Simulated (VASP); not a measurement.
# SnPbO2 (Pmma) in VASP: further runs

The runs below take SnPbO2 through single point, with PBE.

Everything below comes from runs of VASP 6.6.1. Logs are shortened: lines on timing, memory, paths and dates and some standing lists are left out, and cuts for length are marked.

**1. The cell of the first run**

The structure is orthorhombic, space group Pmma (No. 51). Conventional cell: a = 5.589 Å, b = 5.587 Å, c = 5.398 Å, α = 90.00°, β = 90.00°, γ = 90.00°. Within 3.0 Å of Sn (site symmetry mm2) lie 4 O at 2.23 Å. Within 3.1 Å of Pb (site symmetry mm2) lie 4 O at 2.37 Å. Within 3.0 Å of O (site symmetry 2) lie 2 Sn at 2.23 Å and 2 Pb at 2.37 Å and 4 O at 2.70 to 2.89 Å.

**2. Single point, PBE**

INCAR

```
  PREC = Accurate
  ENCUT = 520
  EDIFF = 1E-7
  ISMEAR = 0
  SIGMA = 0.02
  LREAL = False
  LASPH = True
  NELM = 80
  ALGO = Normal
  ISIF = 2
  LWAVE = False
  LCHARG = False
  GGA = PE
  NBANDS = 50
  KPAR = 2
```

KPOINTS

```
Automatic mesh
0
Gamma
  6 6 6
```

POSCAR

```
SnPbO2
1.0
    5.5893952024      0.0000000000      0.0000000000
    0.0000000000      5.5871802635      0.0000000000
    0.0000000000      0.0000000000      5.3979997351
Sn Pb O
2 2 4
Direct
    0.7500000000      0.0000000000      0.7959403271
    0.2500000000      0.0000000000      0.2040596729
    0.7500000000      0.5000000000      0.2325314366
    0.2500000000      0.5000000000      0.7674685634
    0.5000000000      0.2412003154      0.0000000000
    0.0000000000      0.2412003154      0.0000000000
    0.0000000000      0.7587996846      0.0000000000
    0.5000000000      0.7587996846      0.0000000000
```

Potentials or basis: VASP PAW PBE potentials, release 64 (Sn_d, Pb_d, O).

Launch:

```bash
> cat potpaw_PBE.64/Sn_d/POTCAR potpaw_PBE.64/Pb_d/POTCAR potpaw_PBE.64/O/POTCAR > POTCAR
> mpirun -np 2 vasp_std > vasp.out
```

OUTCAR:

```text
PREC = Accurate
   ENCUT = 520
   EDIFF = 1E-7
   ISMEAR = 0
   LREAL = False
   LASPH = True
   NELM = 80
   ISIF = 2
   GGA = PE

 ion  position               nearest neighbor table
   1  0.750  0.000  0.796-   5 2.23   6 2.23   7 2.23   8 2.23   2 3.56   2 3.56   3 3.65   3 3.65

   2  0.250  0.000  0.204-   5 2.23   6 2.23   7 2.23   8 2.23   1 3.56   1 3.56   4 3.65   4 3.65

   3  0.750  0.500  0.233-   5 2.37   6 2.37   7 2.37   8 2.37   1 3.65   1 3.65   4 3.76   4 3.76
                             4 4.02   4 4.02
   4  0.250  0.500  0.767-   5 2.37   6 2.37   7 2.37   8 2.37   2 3.65   2 3.65   3 3.76   3 3.76
                             3 4.02   3 4.02
   5  0.500  0.241  0.000-   1 2.23   2 2.23   3 2.37   4 2.37
   6  0.000  0.241  0.000-   1 2.23   2 2.23   3 2.37   4 2.37
   7  0.000  0.759  0.000-   1 2.23   2 2.23   3 2.37   4 2.37
   8  0.500  0.759  0.000-   1 2.23   2 2.23   3 2.37   4 2.37

  LATTYP: Found a simple orthorhombic cell.
 ALAT       =     5.3979997351
 B/A-ratio  =     1.0350464131
 C/A-ratio  =     1.0354567389

  Lattice vectors:

 A1 = (   0.0000000000,   0.0000000000,  -5.3979997351)
 A2 = (   0.0000000000,   5.5871802635,   0.0000000000)
 A3 = (   5.5893952024,   0.0000000000,   0.0000000000)

Analysis of symmetry for initial positions (statically):
=====================================================================
 Subroutine PRICEL returns:
 Original cell was already a primitive cell.

 Routine SETGRP: Setting up the symmetry group for a
 simple orthorhombic supercell.

 Subroutine GETGRP returns: Found  8 space group operations
 (whereof  4 operations were pure point group operations)
 out of a pool of  8 trial point group operations.

The static configuration has the point symmetry C_2h.
 The point group associated with its full space group is D_2h.

Analysis of symmetry for dynamics (positions and initial velocities):
=====================================================================
 Subroutine PRICEL returns:
 Original cell was already a primitive cell.

 Routine SETGRP: Setting up the symmetry group for a
 simple orthorhombic supercell.

 Subroutine GETGRP returns: Found  8 space group operations
 (whereof  4 operations were pure point group operations)
 out of a pool of  8 trial point group operations.

The dynamic configuration has the point symmetry C_2h.
 The point group associated with its full space group is D_2h.

 Subroutine INISYM returns: Found  8 space group operations
 (whereof  4 operations are pure point group operations),
 and found     1 'primitive' translations

----------------------------------------------------------------------------------------

                                     Primitive cell

  volume of cell :     168.5739

  direct lattice vectors                    reciprocal lattice vectors
     5.589395202  0.000000000  0.000000000     0.178910233  0.000000000  0.000000000
     0.000000000  5.587180263  0.000000000     0.000000000  0.178981159  0.000000000
     0.000000000  0.000000000  5.397999735     0.000000000  0.000000000  0.185253807

  length of vectors
     5.589395202  5.587180263  5.397999735     0.178910233  0.178981159  0.185253807

  position of ions in fractional coordinates (direct lattice)
     0.750000000  0.000000000  0.795940327
     0.250000000  0.000000000  0.204059673
     0.750000000  0.500000000  0.232531437
     0.250000000  0.500000000  0.767468563
     0.500000000  0.241200315  0.000000000
     0.000000000  0.241200315  0.000000000
     0.000000000  0.758799685  0.000000000
     0.500000000  0.758799685  0.000000000

  ion indices of the primitive-cell ions
   primitive index   ion index
                 1           1
                 2           2
                 3           3
                 4           4
                 5           5
                 6           6
                 7           7
                 8           8

----------------------------------------------------------------------------------------

 KPOINTS: Automatic mesh

Automatic generation of k-mesh.
 Grid dimensions read from file:
 generate k-points for:    6    6    6

 Generating k-lattice:

  Cartesian coordinates                     Fractional coordinates (reciprocal lattice)
     0.029818372  0.000000000  0.000000000     0.166666667  0.000000000  0.000000000
     0.000000000  0.029830193  0.000000000     0.000000000  0.166666667  0.000000000
     0.000000000  0.000000000  0.030875634     0.000000000  0.000000000  0.166666667

  Length of vectors
     0.029818372  0.029830193  0.030875634

  Shift w.r.t. Gamma in fractional coordinates (k-lattice)
     0.000000000  0.000000000  0.000000000

 Subroutine IBZKPT returns following result:
 ===========================================

 Found     64 irreducible k-points:

 Following reciprocal coordinates:
            Coordinates               Weight
  0.000000  0.000000  0.000000      1.000000
  0.166667  0.000000  0.000000      2.000000
  0.333333  0.000000  0.000000      2.000000
  0.500000  0.000000  0.000000      1.000000
  0.000000  0.166667  0.000000      2.000000
  0.166667  0.166667  0.000000      4.000000
[... 16 lines left out ...]
  0.333333  0.166667  0.166667      8.000000
  0.500000  0.166667  0.166667      4.000000
 [... further k-points ...]
   k-points           NKPTS =     64   k-points in BZ     NKDIM =     64   number of bands    NBANDS=     50
   number of dos      NEDOS =    301   number of ions     NIONS =      8
   total plane-waves  NPLWV =  70560
   dimension x,y,z NGX =    42 NGY =   42 NGZ =   40
   dimension x,y,z NGXF=    84 NGYF=   84 NGZF=   80
   ions per type =               2   2   4
   NGX,Y,Z   is equivalent  to a cutoff of  12.49, 12.50, 12.32 a.u.
   NGXF,Y,Z  is equivalent  to a cutoff of  24.98, 24.99, 24.64 a.u.
 SYSTEM =  unknown system
   PREC   = accura    normal or accurate (medium, high low for compatibility)
   ISTART =      0    job   : 0-new  1-cont  2-samecut
   ICHARG =      2    charge: 1-file 2-atom 10-const
   ISPIN  =      1    spin polarized calculation?
   LNONCOLLINEAR =      F non collinear calculations
   LSORBIT =      F    spin-orbit coupling
   LASPH  =      T    aspherical Exc in radial PAW
   ENCUT  =  520.0 eV  38.22 Ry    6.18 a.u.  10.39 10.39 10.04*2*pi/ulx,y,z
   NELM   =     80;   NELMIN=  2; NELMDL= -5     # of ELM steps
   EDIFF  = 0.1E-06   stopping-criterion for ELM
   LREAL  =      F    real-space projection
   EDIFFG = 0.1E-05   stopping-criterion for IOM
   NSW    =      0    number of steps for IOM
   IBRION =     -1    ionic relax: 0-MD 1-quasi-New 2-CG
   NFREE  =      0    steps in history (QN), initial steepest desc. (CG)
   ISIF   =      2    stress and relaxation
   ISYM   =      2    0-nonsym 1-usesym 2-fastsym
   POTIM  = 0.5000    time-step for ionic-motion
   TEBEG  =    0.0;   TEEND  =   0.0 temperature during run
   PSTRESS=    0.0 pullay stress
   NELECT =      80.0000    total number of electrons
   NUPDOWN=      -1.0000    fix difference up-down
   EMIN   =  10.00;   EMAX   =-10.00  energy-range for DOS
   EFERMI =   0.00;   METHOD = LEGACY
   ISMEAR =     0;   SIGMA  =   0.02  broadening in eV -4-tet -1-fermi 0-gaus
   EFERMI_NEDOS =   21; number of points for ismear=-14 and -15
   IALGO  =     38    algorithm
   IMIX   =      4    mixing-type and parameters
     AMIX     =   0.40;   BMIX     =  1.00
     AMIX_MAG =   1.60;   BMIX_MAG =  1.00
  volume/ion in A,a.u.               =      21.07       142.20
  Fermi-wavevector in a.u.,A,eV,Ry     =   1.276952  2.413090 22.185761  1.630607
  Thomas-Fermi vector in A             =   2.409579
   LORBIT       =      0    0 simple, 1 ext, 2 COOP (PROOUT), +10 PAW based schemes
   GGA     = PE    functional components
   LHFCALC =     F    Hartree Fock is set to
   AEXX    =    0.0000 exact exchange contribution
   IVDW    =     0    specifies the selected vdW correction
   LEPSILON=     F    determine dielectric tensor
   LRPA    =     F    only Hartree local field effects (RPA)
 non-spin polarized calculation
 Gauss-broadening in eV      SIGMA  =   0.02
  energy-cutoff  :      520.00
  volume of cell :      168.57
 maximum number of plane-waves:      4564
 NGX is ok and might be reduce to    42
   NGX = 21   NGY = 21   NGZ = 21

 number of electron      79.9999996 magnetization

 Free energy of the ion-electron system (eV)
  ---------------------------------------------------
  ext. energy  EPLUGINS =         0.00000000
  ---------------------------------------------------
  free energy    TOTEN  =       -44.34772308 eV

  energy without entropy =      -44.34772308  energy(sigma->0) =      -44.34772308

 E-fermi :   5.1646     XC(G=0):  -9.3579

 val. band max:        5.0339748098   @ k =   0.0000   0.1667   0.0000
 cond. band min:       6.0071167278   @ k =   0.0000   0.0000   0.0000
 fundamental gap:      0.9731419180
 Fermi energy:         5.1646118430

 k-point     1 :       0.0000    0.0000    0.0000
  band No.  band energies     occupation
      1     -16.1140      2.00000
      2     -16.0727      2.00000
      3     -16.0276      2.00000
      4     -15.8833      2.00000
      5     -15.8770      2.00000
      6     -15.8537      2.00000
[... 42 lines left out ...]
     49      10.4354      0.00000
     50      10.5172      0.00000

 k-point     2 :       0.1667    0.0000    0.0000
  band No.  band energies     occupation
      1     -16.1096      2.00000
      2     -16.0599      2.00000
      3     -16.0356      2.00000
      4     -15.8793      2.00000
      5     -15.8786      2.00000
      6     -15.8546      2.00000
[... 42 lines left out ...]
     49      10.1516      0.00000
     50      10.6205      0.00000

 k-point     3 :       0.3333    0.0000    0.0000
  band No.  band energies     occupation
      1     -16.0968      2.00000
      2     -16.0550      2.00000
      3     -16.0230      2.00000
      4     -15.9076      2.00000
      5     -15.8710      2.00000
      6     -15.8577      2.00000
[... 42 lines left out ...]
     49      10.2216      0.00000
     50      10.8681      0.00000

 k-point     4 :       0.5000    0.0000    0.0000
  band No.  band energies     occupation
      1     -16.0774      2.00000
      2     -16.0774      2.00000
      3     -15.9679      2.00000
      4     -15.9679      2.00000
      5     -15.8630      2.00000
      6     -15.8630      2.00000
[... 999 lines left out ...]
 k-point    23 :       0.3333    0.1667    0.1667
  band No.  band energies     occupation
      1     -16.0992      2.00000
      2     -16.0581      2.00000
      3     -16.0211      2.00000
      4     -15.9084      2.00000
      5     -15.8706      2.00000
      6     -15.8573      2.00000
[... 42 lines left out ...]
     49      10.5402      0.00000
     50      11.1465      0.00000

 k-point    24 :       0.5000    0.1667    0.1667
  band No.  band energies     occupation
      1     -16.0805      2.00000
      2     -16.0805      2.00000
      3     -15.9672      2.00000
      4     -15.9672      2.00000
      5     -15.8625      2.00000
      6     -15.8625      2.00000
[... 42 lines left out ...]
     49      10.9399      0.00000
     50      10.9503      0.00000

 [... further k-points ...]
[... 5 lines left out ...]
  --------------------------------------------------------------------------------------
  -------------------------------------------------------------------------------------
  Total        0.1161798      0.1241259      0.1390771      0.0000000      0.0000000     -0.0000000
  in kB        1.1042078      1.1797298      1.3218307      0.0000000      0.0000000     -0.0000000
  external PRESSURE =       1.2019228 kB  Pullay stress =       0.0000000 kB

 VOLUME and BASIS-vectors are now :
 -----------------------------------------------------------------------------
  energy-cutoff  :      520.00
  volume of cell :      168.57
      direct lattice vectors                 reciprocal lattice vectors
     5.589395202  0.000000000  0.000000000     0.178910233  0.000000000  0.000000000
     0.000000000  5.587180263  0.000000000     0.000000000  0.178981159  0.000000000
     0.000000000  0.000000000  5.397999735     0.000000000  0.000000000  0.185253807

 POSITION                                       TOTAL-FORCE (eV/Angst)
 -----------------------------------------------------------------------------------
      4.19205      0.00000      4.29649         0.000000      0.000000     -0.072412
      1.39735      0.00000      1.10151         0.000000      0.000000      0.072412
      4.19205      2.79359      1.25520         0.000000     -0.000000      0.042907
      1.39735      2.79359      4.14280         0.000000      0.000000     -0.042907
      2.79470      1.34763      0.00000        -0.000000      0.007664     -0.000000
      0.00000      1.34763      0.00000         0.000000      0.007664     -0.000000
      0.00000      4.23955      0.00000        -0.000000     -0.007664     -0.000000
      2.79470      4.23955      0.00000         0.000000     -0.007664     -0.000000
 -----------------------------------------------------------------------------------
    total drift:                                0.000000      0.000000     -0.000000

  FREE ENERGIE OF THE ION-ELECTRON SYSTEM (eV)
  ---------------------------------------------------
  free  energy   TOTEN  =       -44.3477230846 eV

  energy  without entropy=      -44.3477230846  energy(sigma->0) =      -44.34772308
```

Wall time 4.6 min (2 MPI ranks of Intel Xeon Platinum 8259CL at 2.50GHz (Skylake/Cascade Lake), shared host); peak memory 0.54 GiB.

What came out:

- Free energy: -44.3477 eV
- Pressure: 0.1 GPa
- Largest force: 0.072 eV/Å
- Band gap on the k mesh: 0.97 eV (least direct gap 0.98 eV)

Forces in eV/Å, atoms in the order of the input:
```
Sn   0.000  0.000 -0.072
Sn   0.000  0.000  0.072
Pb   0.000  0.000  0.043
Pb   0.000  0.000 -0.043
O    0.000  0.008  0.000
O    0.000  0.008  0.000
O    0.000 -0.008  0.000
O    0.000 -0.008  0.000
```

Levels at points of the mesh, in eV from the valence-band top:
```csv
k point,band 36,band 37,band 38,band 39,band 40,band 41,band 42,band 43,band 44,band 45
"(0.00, 0.00, 0.00)",-2.25,-1.87,-1.77,-1.75,-0.01,0.97,1.01,1.63,3.96,4.72
"(0.50, 0.00, 0.00)",-3.29,-1.99,-1.99,-0.73,-0.73,2.69,2.69,2.75,2.75,4.13
"(0.00, 0.50, 0.00)",-3.04,-2.03,-2.01,-1.42,-0.14,2.44,2.58,2.99,3.09,4.01
"(0.50, 0.50, 0.00)",-3.63,-2.33,-2.33,-1.69,-1.69,2.35,2.35,3.16,3.16,5.23
"(0.00, 0.00, 0.50)",-2.38,-2.12,-1.77,-1.75,-1.33,1.61,2.78,2.97,3.53,3.54
"(0.50, 0.00, 0.50)",-2.31,-1.99,-1.99,-1.26,-1.26,1.95,1.95,3.35,3.35,3.41
"(0.00, 0.50, 0.50)",-2.03,-2.01,-1.98,-1.58,-1.09,1.98,2.06,2.77,2.97,3.75
"(0.50, 0.50, 0.50)",-3.65,-1.86,-1.86,-1.02,-1.02,2.08,2.08,2.60,2.60,5.78
```

Caveat: spin-orbit coupling is left out, which moves the levels of the heavy elements. A k mesh can miss the band edges.

**3. Single point, PBE (21.70 Å³/atom)**

This run uses another cell than the first one, of 21.70 Å³/atom.

INCAR

```
PREC     = Accurate       # precision mode
ENCUT    = 520            # plane-wave cutoff, eV
EDIFF    = 1E-6           # SCF threshold, eV
ISMEAR   = 0              # smearing method
SIGMA    = 0.02           # smearing width, eV
LREAL    = F              # projectors in reciprocal space
LASPH    = T              # aspherical terms in the spheres
NELM     = 100            # most SCF steps
ALGO     = Normal         # electronic algorithm
ISIF     = 2              # what is computed and relaxed
LWAVE    = F              # write WAVECAR
LCHARG   = F              # write CHGCAR
GGA      = PE             # functional
NBANDS   = 50             # bands
KPAR     = 2
```

KPOINTS is that of step 2.

POSCAR

```
SnPbO2
1.0
    5.5979650645      0.0000000000      0.0000000000
    0.0000000000      5.5983992812      0.0000000000
    0.0000000000      0.0000000000      5.5403031887
Sn Pb O
2 2 4
Direct
    0.7500000000      0.0000000000      0.8011025648
    0.2500000000      0.0000000000      0.1988974352
    0.7500000000      0.5000000000      0.2263808324
    0.2500000000      0.5000000000      0.7736191676
    0.5000000000      0.2410976859      0.0000000000
    0.0000000000      0.2410976859      0.0000000000
    0.0000000000      0.7589023141      0.0000000000
    0.5000000000      0.7589023141      0.0000000000
```

Potentials or basis: VASP PAW PBE potentials, release 64 (Sn_d, Pb_d, O).

Launch:

```bash
> cat potpaw_PBE.64/Sn_d/POTCAR potpaw_PBE.64/Pb_d/POTCAR potpaw_PBE.64/O/POTCAR > POTCAR
> mpirun -np 2 vasp_std > vasp.out
```

OUTCAR:

```text
PREC = Accurate
   ENCUT = 520
   EDIFF = 1E-6
   ISMEAR = 0
   LREAL = F
   LASPH = T
   NELM = 100
   ISIF = 2
   GGA = PE

 ion  position               nearest neighbor table
   1  0.750  0.000  0.801-   5 2.23   6 2.23   7 2.23   8 2.23   2 3.56   2 3.56   3 3.66   3 3.66

   2  0.250  0.000  0.199-   5 2.23   6 2.23   7 2.23   8 2.23   1 3.56   1 3.56   4 3.66   4 3.66

   3  0.750  0.500  0.226-   5 2.37   6 2.37   7 2.37   8 2.37   1 3.66   1 3.66   4 3.76   4 3.76
                             4 4.13   4 4.13
   4  0.250  0.500  0.774-   5 2.37   6 2.37   7 2.37   8 2.37   2 3.66   2 3.66   3 3.76   3 3.76
                             3 4.13   3 4.13
[... 1493 lines left out ...]
  in kB       -2.4625362     -2.5343963     -1.4942064      0.0000000      0.0000000      0.0000000
  external PRESSURE =      -2.1637130 kB  Pullay stress =       0.0000000 kB

 VOLUME and BASIS-vectors are now :
 -----------------------------------------------------------------------------
  energy-cutoff  :      520.00
  volume of cell :      173.63
      direct lattice vectors                 reciprocal lattice vectors
     5.597965065  0.000000000  0.000000000     0.178636342  0.000000000  0.000000000
     0.000000000  5.598399281  0.000000000     0.000000000  0.178622486  0.000000000
     0.000000000  0.000000000  5.540303189     0.000000000  0.000000000  0.180495537

 POSITION                                       TOTAL-FORCE (eV/Angst)
 -----------------------------------------------------------------------------------
      4.19847      0.00000      4.43835         0.000000      0.000000     -0.069426
      1.39949      0.00000      1.10195         0.000000      0.000000      0.069426
      4.19847      2.79920      1.25422         0.000000      0.000000      0.042725
      1.39949      2.79920      4.28608        -0.000000      0.000000     -0.042725
      2.79898      1.34976      0.00000        -0.000000      0.008096      0.000000
      0.00000      1.34976      0.00000         0.000000      0.008096      0.000000
      0.00000      4.24864      0.00000        -0.000000     -0.008096      0.000000
      2.79898      4.24864      0.00000         0.000000     -0.008096      0.000000
 -----------------------------------------------------------------------------------
    total drift:                                0.000000      0.000000      0.000000

  FREE ENERGIE OF THE ION-ELECTRON SYSTEM (eV)
  ---------------------------------------------------
  free  energy   TOTEN  =       -44.3443867943 eV

  energy  without entropy=      -44.3443867943  energy(sigma->0) =      -44.34438679
```

Run time: 5.8 min. Hardware: 2 MPI ranks of Intel Xeon Platinum 8259CL at 2.50GHz (Skylake/Cascade Lake), shared host; peak memory 0.55 GiB.

Results:

* Free energy: -44.3444 eV
* Pressure: -0.2 GPa
* Largest force: 0.069 eV/Å
* Band gap on the k mesh: 1.14 eV

Forces in eV/Å, atoms in the order of the input:
```
Sn   0.000  0.000 -0.069
Sn   0.000  0.000  0.069
Pb   0.000  0.000  0.043
Pb   0.000  0.000 -0.043
O    0.000  0.008  0.000
O    0.000  0.008  0.000
O    0.000 -0.008  0.000
O    0.000 -0.008  0.000
```

Stress tensor (GPa, compression positive):
```
-0.25  0.00  0.00
 0.00 -0.25  0.00
 0.00  0.00 -0.15
```

Caveat: spin-orbit coupling is left out, which moves the levels of the heavy elements. A k mesh can miss the band edges.
